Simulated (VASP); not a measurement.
# LaBi (WC type) (P-6m2) in VASP: notebook

LaBi (WC type) is run at these levels: LDA; tasks: single point.

Program: VASP 6.6.1. These are calculated values, not measurements. Logs are shortened: lines on timing, memory, paths and dates and some standing lists are left out, and cuts for length are marked.

## Step 1: The cell of the first run

Symmetry: P-6m2, No. 187, hexagonal system. The conventional cell has a = 2.988 Å, b = 2.988 Å, c = 5.011 Å, α = 90.00°, β = 90.00°, γ = 120.00°. La (site symmetry -6m2) has 6 La at 2.99 Å and 6 Bi at 3.04 Å within 3.9 Å. Bi (site symmetry -6m2) has 6 Bi at 2.99 Å and 6 La at 3.04 Å within 3.9 Å.

## Step 2: Single point, LDA

INCAR reads:

```
SYSTEM = LaBi
PREC = Accurate ; ENCUT = 520
EDIFF = 1E-6 ; ISMEAR = -1
SIGMA = 0.05 ; LREAL = .FALSE.
LASPH = .TRUE. ; NELM = 60
ALGO = Normal ; ISIF = 2
LWAVE = .FALSE. ; LCHARG = .FALSE.
NBANDS = 20
```

KPOINTS reads:

```
regular mesh
0
G
  12 12 11
  0 0 0
```

POSCAR reads:

```
LaBi
1.0
    2.9879367062      0.0000000000      0.0000000000
   -1.4939683531      2.5876290924      0.0000000000
    0.0000000000      0.0000000000      5.0110145576
La Bi
1 1
Direct
    0.0000000000      0.0000000000      0.0000000000
    0.3333333333      0.6666666667      0.5000000000
```

Potentials or basis: VASP PAW LDA potentials, release 64 (La, Bi_d).

On the command line:

```bash
> cat potpaw_LDA.64/La/POTCAR potpaw_LDA.64/Bi_d/POTCAR > POTCAR
> mpirun -np 1 vasp_std > vasp.out
```

OUTCAR:

```text
SYSTEM = LaBi
   PREC = Accurate
   ENCUT = 520
   EDIFF = 1E-6
   ISMEAR = -1
   LREAL = .FALSE.
   LASPH = .TRUE.
   NELM = 60
   ISIF = 2

 ion  position               nearest neighbor table
   1  0.000  0.000  0.000-   2 3.04   2 3.04   2 3.04   2 3.04   2 3.04   2 3.04
   2  0.333  0.667  0.500-   1 3.04   1 3.04   1 3.04   1 3.04   1 3.04   1 3.04

  LATTYP: Found a hexagonal cell.
 ALAT       =     2.9879367062
 C/A-ratio  =     1.6770818964

  Lattice vectors:

 A1 = (   2.9879367062,   0.0000000000,   0.0000000000)
 A2 = (  -1.4939683531,   2.5876290924,   0.0000000000)
 A3 = (   0.0000000000,   0.0000000000,   5.0110145576)

Analysis of symmetry for initial positions (statically):
=====================================================================
 Subroutine PRICEL returns:
 Original cell was already a primitive cell.

 Routine SETGRP: Setting up the symmetry group for a
 hexagonal supercell.

 Subroutine GETGRP returns: Found 12 space group operations
 (whereof 12 operations were pure point group operations)
 out of a pool of 24 trial point group operations.

The static configuration has the point symmetry D_3h.

Analysis of symmetry for dynamics (positions and initial velocities):
=====================================================================
 Subroutine PRICEL returns:
 Original cell was already a primitive cell.

 Routine SETGRP: Setting up the symmetry group for a
 hexagonal supercell.

 Subroutine GETGRP returns: Found 12 space group operations
 (whereof 12 operations were pure point group operations)
 out of a pool of 24 trial point group operations.

The dynamic configuration has the point symmetry D_3h.

 Subroutine INISYM returns: Found 12 space group operations
 (whereof 12 operations are pure point group operations),
 and found     1 'primitive' translations

----------------------------------------------------------------------------------------

                                     Primitive cell

  volume of cell :      38.7435

  direct lattice vectors                    reciprocal lattice vectors
     2.987936706  0.000000000  0.000000000     0.334679111  0.193227075  0.000000000
    -1.493968353  2.587629092  0.000000000     0.000000000  0.386454149  0.000000000
     0.000000000  0.000000000  5.011014558     0.000000000  0.000000000  0.199560386

  length of vectors
     2.987936706  2.987936706  5.011014558     0.386454149  0.386454149  0.199560386

  position of ions in fractional coordinates (direct lattice)
     0.000000000  0.000000000  0.000000000
     0.333333333  0.666666667  0.500000000

  ion indices of the primitive-cell ions
   primitive index   ion index
                 1           1
                 2           2

----------------------------------------------------------------------------------------

 KPOINTS: regular mesh

Automatic generation of k-mesh.
 Grid dimensions read from file:
 generate k-points for:   12   12   11

 Generating k-lattice:

  Cartesian coordinates                     Fractional coordinates (reciprocal lattice)
     0.027889926  0.016102256  0.000000000     0.083333333  0.000000000  0.000000000
     0.000000000  0.032204512  0.000000000     0.000000000  0.083333333  0.000000000
     0.000000000  0.000000000  0.018141853     0.000000000  0.000000000  0.090909091

  Length of vectors
     0.032204512  0.032204512  0.018141853

  Shift w.r.t. Gamma in fractional coordinates (k-lattice)
     0.000000000  0.000000000  0.000000000

 Subroutine IBZKPT returns following result:
 ===========================================

 Found    114 irreducible k-points:

 Following reciprocal coordinates:
            Coordinates               Weight
  0.000000  0.000000  0.000000      1.000000
  0.083333  0.000000  0.000000      6.000000
  0.166667  0.000000  0.000000      6.000000
  0.250000  0.000000  0.000000      6.000000
  0.333333  0.000000  0.000000      6.000000
  0.416667  0.000000  0.000000      6.000000
[... 16 lines left out ...]
  0.250000  0.000000  0.090909     12.000000
  0.333333  0.000000  0.090909     12.000000
 [... further k-points ...]
   k-points           NKPTS =    114   k-points in BZ     NKDIM =    114   number of bands    NBANDS=     20
   number of dos      NEDOS =    301   number of ions     NIONS =      2
   total plane-waves  NPLWV =  23040
   dimension x,y,z NGX =    24 NGY =   24 NGZ =   40
   dimension x,y,z NGXF=    48 NGYF=   48 NGZF=   80
   ions per type =               1   1
   NGX,Y,Z   is equivalent  to a cutoff of  13.35, 13.35, 13.27 a.u.
   NGXF,Y,Z  is equivalent  to a cutoff of  26.71, 26.71, 26.54 a.u.
 SYSTEM =  LaBi
   PREC   = accura    normal or accurate (medium, high low for compatibility)
   ISTART =      0    job   : 0-new  1-cont  2-samecut
   ICHARG =      2    charge: 1-file 2-atom 10-const
   ISPIN  =      1    spin polarized calculation?
   LNONCOLLINEAR =      F non collinear calculations
   LSORBIT =      F    spin-orbit coupling
   LASPH  =      T    aspherical Exc in radial PAW
   ENCUT  =  520.0 eV  38.22 Ry    6.18 a.u.   5.56  5.56  9.32*2*pi/ulx,y,z
   NELM   =     60;   NELMIN=  2; NELMDL= -5     # of ELM steps
   EDIFF  = 0.1E-05   stopping-criterion for ELM
   LREAL  =      F    real-space projection
   EDIFFG = 0.1E-04   stopping-criterion for IOM
   NSW    =      0    number of steps for IOM
   IBRION =     -1    ionic relax: 0-MD 1-quasi-New 2-CG
   NFREE  =      0    steps in history (QN), initial steepest desc. (CG)
   ISIF   =      2    stress and relaxation
   ISYM   =      2    0-nonsym 1-usesym 2-fastsym
   POTIM  = 0.5000    time-step for ionic-motion
   TEBEG  =    0.0;   TEEND  =   0.0 temperature during run
   PSTRESS=    0.0 pullay stress
   NELECT =      26.0000    total number of electrons
   NUPDOWN=      -1.0000    fix difference up-down
   EMIN   =  10.00;   EMAX   =-10.00  energy-range for DOS
   EFERMI =   0.00;   METHOD = LEGACY
   ISMEAR =    -1;   SIGMA  =   0.05  broadening in eV -4-tet -1-fermi 0-gaus
   EFERMI_NEDOS =   21; number of points for ismear=-14 and -15
   IALGO  =     38    algorithm
   IMIX   =      4    mixing-type and parameters
     AMIX     =   0.40;   BMIX     =  1.00
     AMIX_MAG =   1.60;   BMIX_MAG =  1.00
  volume/ion in A,a.u.               =      19.37       130.73
  Fermi-wavevector in a.u.,A,eV,Ry     =   1.433286  2.708518 27.950575  2.054309
  Thomas-Fermi vector in A             =   2.552821
   LORBIT       =      0    0 simple, 1 ext, 2 COOP (PROOUT), +10 PAW based schemes
   GGA     = CA    functional components
   LHFCALC =     F    Hartree Fock is set to
   AEXX    =    0.0000 exact exchange contribution
   IVDW    =     0    specifies the selected vdW correction
   LEPSILON=     F    determine dielectric tensor
   LRPA    =     F    only Hartree local field effects (RPA)
 non-spin polarized calculation
  energy-cutoff  :      520.00
  volume of cell :       38.74
 maximum number of plane-waves:      1063
 NGX is ok and might be reduce to    24
   NGX = 11   NGY = 11   NGZ = 19

 number of electron      26.0000003 magnetization

 Free energy of the ion-electron system (eV)
  ---------------------------------------------------
  ext. energy  EPLUGINS =         0.00000000
  ---------------------------------------------------
  free energy    TOTEN  =        -8.51230534 eV

  energy without entropy =       -8.49760228  energy(sigma->0) =       -8.50495381

 E-fermi :  15.5736     XC(G=0): -12.8503

 val. band max:       15.5600798651   @ k =   0.2500   0.0000   0.1818
 cond. band min:      15.5762136893   @ k =   0.0833   0.0833   0.2727
 fundamental gap:      0.0161338242
 Fermi energy:        15.5735687028

 k-point     1 :       0.0000    0.0000    0.0000
  band No.  band energies     occupation
      1     -17.2749      2.00000
      2      -8.0565      2.00000
      3      -8.0470      2.00000
      4      -8.0470      2.00000
      5      -7.6072      2.00000
      6      -7.6072      2.00000
[... 12 lines left out ...]
     19      19.1800      0.00000
     20      19.1800      0.00000

 k-point     2 :       0.0833    0.0000    0.0000
  band No.  band energies     occupation
      1     -17.1975      2.00000
      2      -8.0672      2.00000
      3      -8.0177      2.00000
      4      -8.0072      2.00000
      5      -7.6403      2.00000
      6      -7.6130      2.00000
[... 12 lines left out ...]
     19      19.0707      0.00000
     20      19.1203      0.00000

 k-point     3 :       0.1667    0.0000    0.0000
  band No.  band energies     occupation
      1     -16.9770      2.00000
      2      -8.1159      2.00000
      3      -7.9216      2.00000
      4      -7.8968      2.00000
      5      -7.7274      2.00000
      6      -7.6288      2.00000
[... 12 lines left out ...]
     19      18.9331      0.00000
     20      18.9692      0.00000

 k-point     4 :       0.2500    0.0000    0.0000
  band No.  band energies     occupation
      1     -16.6522      2.00000
      2      -8.1823      2.00000
      3      -7.8397      2.00000
      4      -7.8001      2.00000
      5      -7.7424      2.00000
      6      -7.6503      2.00000
[... 12 lines left out ...]
     19      18.8184      0.00000
     20      19.1337      0.00000

 k-point     5 :       0.3333    0.0000    0.0000
  band No.  band energies     occupation
      1     -16.2938      2.00000
      2      -8.2479      2.00000
      3      -7.9454      2.00000
      4      -7.6940      2.00000
      5      -7.6717      2.00000
      6      -7.5838      2.00000
[... 12 lines left out ...]
     19      19.0347      0.00000
     20      19.2581      0.00000
[... 353 lines left out ...]
      6      -7.6133      2.00000
[... 12 lines left out ...]
     19      19.0819      0.00000
     20      19.1288      0.00000

 k-point    22 :       0.1667    0.0000    0.0909
  band No.  band energies     occupation
      1     -16.9753      2.00000
      2      -8.1161      2.00000
      3      -7.9244      2.00000
      4      -7.8967      2.00000
      5      -7.7247      2.00000
      6      -7.6292      2.00000
[... 12 lines left out ...]
     19      18.9690      0.00000
     20      18.9832      0.00000

 k-point    23 :       0.2500    0.0000    0.0909
  band No.  band energies     occupation
      1     -16.6510      2.00000
      2      -8.1825      2.00000
      3      -7.8410      2.00000
      4      -7.7963      2.00000
      5      -7.7424      2.00000
      6      -7.6508      2.00000
[... 12 lines left out ...]
     19      18.8888      0.00000
     20      19.1509      0.00000

 k-point    24 :       0.3333    0.0000    0.0909
  band No.  band energies     occupation
      1     -16.2933      2.00000
      2      -8.2482      2.00000
      3      -7.9406      2.00000
      4      -7.6931      2.00000
      5      -7.6724      2.00000
      6      -7.5837      2.00000
[... 12 lines left out ...]
     19      19.0570      0.00000
     20      19.2619      0.00000

 [... further k-points ...]
[... 5 lines left out ...]
  --------------------------------------------------------------------------------------
  -------------------------------------------------------------------------------------
  Total       14.8050942     14.8050942     14.8218830      0.0000000      0.0000000      0.0000000
  in kB      612.2413711    612.2413711    612.9356482      0.0000000      0.0000000      0.0000000
  external PRESSURE =     612.4727968 kB  Pullay stress =       0.0000000 kB

 VOLUME and BASIS-vectors are now :
 -----------------------------------------------------------------------------
  energy-cutoff  :      520.00
  volume of cell :       38.74
      direct lattice vectors                 reciprocal lattice vectors
     2.987936706  0.000000000  0.000000000     0.334679111  0.193227075  0.000000000
    -1.493968353  2.587629092  0.000000000     0.000000000  0.386454149  0.000000000
     0.000000000  0.000000000  5.011014558     0.000000000  0.000000000  0.199560386

 POSITION                                       TOTAL-FORCE (eV/Angst)
 -----------------------------------------------------------------------------------
      0.00000      0.00000      0.00000        -0.000000     -0.000000      0.000000
     -0.00000      1.72509      2.50551         0.000000      0.000000      0.000000
 -----------------------------------------------------------------------------------
    total drift:                                0.000000     -0.000000     -0.000000

  FREE ENERGIE OF THE ION-ELECTRON SYSTEM (eV)
  ---------------------------------------------------
  free  energy   TOTEN  =        -8.5123053397 eV

  energy  without entropy=       -8.4976022817  energy(sigma->0) =       -8.50495381
```

It took 1.7 min on 1 thread of Intel Xeon Platinum 8259CL at 2.50GHz (Skylake/Cascade Lake), shared host; peak memory 0.23 GiB.

What came out:

| Item | Value |
| --- | --- |
| Free energy | -8.5123 eV |
| Pressure | 61.2 GPa |
| Band gap on the k mesh | zero (band 13 reaches 16.85 eV, above the bottom of band 14 at 14.30 eV) |

Caveat: spin-orbit coupling is left out, which moves the levels of the heavy elements.

## Step 3: Single point, LDA

INCAR reads:

```
PREC = Accurate
ENCUT = 520
EDIFF = 1E-7
ISMEAR = -1
SIGMA = 0.05
LREAL = F
LASPH = T
NELM = 60
ALGO = Normal
ISIF = 2
LWAVE = F
LCHARG = F
GGA = CA
NBANDS = 20
```

KPOINTS reads:

```
regular mesh
0
Gamma
  12 12 11
```

POSCAR reads:

```
LaBi
1.0
    2.9877635864      0.0000000000      0.0000000000
   -1.4938817932      2.5874791663      0.0000000000
    0.0000000000      0.0000000000      5.0114719791
La Bi
1 1
Direct
    0.0000000000      0.0000000000      0.0000000000
    0.3333333333      0.6666666667      0.5000000000
```

Potentials or basis: VASP PAW LDA potentials, release 64 (La, Bi_d).

On the command line:

```bash
> cat potpaw_LDA.64/La/POTCAR potpaw_LDA.64/Bi_d/POTCAR > POTCAR
> mpirun -np 1 vasp_std > vasp.out
```

OUTCAR:

```text
PREC = Accurate
   ENCUT = 520
   EDIFF = 1E-7
   ISMEAR = -1
   LREAL = F
   LASPH = T
   NELM = 60
   ISIF = 2
   GGA = CA

 ion  position               nearest neighbor table
   1  0.000  0.000  0.000-   2 3.04   2 3.04   2 3.04   2 3.04   2 3.04   2 3.04
   2  0.333  0.667  0.500-   1 3.04   1 3.04   1 3.04   1 3.04   1 3.04   1 3.04

  LATTYP: Found a hexagonal cell.
 ALAT       =     2.9877635864
 C/A-ratio  =     1.6773321698

  Lattice vectors:

 A1 = (   2.9877635864,   0.0000000000,   0.0000000000)
 A2 = (  -1.4938817932,   2.5874791663,   0.0000000000)
 A3 = (   0.0000000000,   0.0000000000,   5.0114719791)

Analysis of symmetry for initial positions (statically):
=====================================================================
 Subroutine PRICEL returns:
 Original cell was already a primitive cell.

 Routine SETGRP: Setting up the symmetry group for a
 hexagonal supercell.

 Subroutine GETGRP returns: Found 12 space group operations
 (whereof 12 operations were pure point group operations)
 out of a pool of 24 trial point group operations.

The static configuration has the point symmetry D_3h.
[... 150 lines left out ...]

 number of electron      26.0000003 magnetization

 Free energy of the ion-electron system (eV)
  ---------------------------------------------------
  ext. energy  EPLUGINS =         0.00000000
  ---------------------------------------------------
  free energy    TOTEN  =        -8.51194265 eV

  energy without entropy =       -8.49723091  energy(sigma->0) =       -8.50458678

 E-fermi :  15.5742     XC(G=0): -12.8504

 val. band max:       15.5605802272   @ k =   0.2500  -0.0000   0.1818
 cond. band min:      15.5769373493   @ k =   0.0833   0.0833   0.2727
 fundamental gap:      0.0163571221
 Fermi energy:        15.5741807822

 k-point     1 :       0.0000    0.0000    0.0000
  band No.  band energies     occupation
      1     -17.2749      2.00000
      2      -8.0563      2.00000
      3      -8.0469      2.00000
      4      -8.0469      2.00000
      5      -7.6067      2.00000
      6      -7.6067      2.00000
[... 541 lines left out ...]
     19      19.0576      0.00000
     20      19.2624      0.00000

 [... further k-points ...]
[... 5 lines left out ...]
  --------------------------------------------------------------------------------------
  -------------------------------------------------------------------------------------
  Total       14.8100976     14.8100976     14.8150926      0.0000000      0.0000000      0.0000000
  in kB      612.4633478    612.4633478    612.6699163      0.0000000      0.0000000      0.0000000
  external PRESSURE =     612.5322039 kB  Pullay stress =       0.0000000 kB

 VOLUME and BASIS-vectors are now :
 -----------------------------------------------------------------------------
  energy-cutoff  :      520.00
  volume of cell :       38.74
      direct lattice vectors                 reciprocal lattice vectors
     2.987763586  0.000000000  0.000000000     0.334698503  0.193238271  0.000000000
    -1.493881793  2.587479166  0.000000000     0.000000000  0.386476542  0.000000000
     0.000000000  0.000000000  5.011471979     0.000000000  0.000000000  0.199542171

 POSITION                                       TOTAL-FORCE (eV/Angst)
 -----------------------------------------------------------------------------------
      0.00000      0.00000      0.00000        -0.000000      0.000000      0.000000
     -0.00000      1.72499      2.50574         0.000000     -0.000000      0.000000
 -----------------------------------------------------------------------------------
    total drift:                                0.000000     -0.000000     -0.000000

  FREE ENERGIE OF THE ION-ELECTRON SYSTEM (eV)
  ---------------------------------------------------
  free  energy   TOTEN  =        -8.5119426455 eV

  energy  without entropy=       -8.4972309126  energy(sigma->0) =       -8.50458678
```

It took 91 s on 1 thread of Intel Xeon Platinum 8259CL at 2.50GHz (Skylake/Cascade Lake), shared host; peak memory 0.23 GiB.

What came out:

```
Free energy            : -8.5119 eV
Pressure               : 61.3 GPa
Band gap on the k mesh : zero (band 13 reaches 16.85 eV, above the bottom of band 14 at 14.30 eV)
```

Levels at points of the mesh, in eV from the Fermi level:
```tsv
k point	band 10	band 11	band 12	band 13	band 14	band 15	band 16	band 17
(0.00, 0.00, 0.00)	-13.20	-1.59	-0.69	1.28	2.08	2.08	2.27	2.96
(0.50, 0.00, 0.00)	-10.27	-7.27	-4.66	-2.29	1.53	1.96	2.99	3.02
```

Caveat: spin-orbit coupling is left out, which moves the levels of the heavy elements.
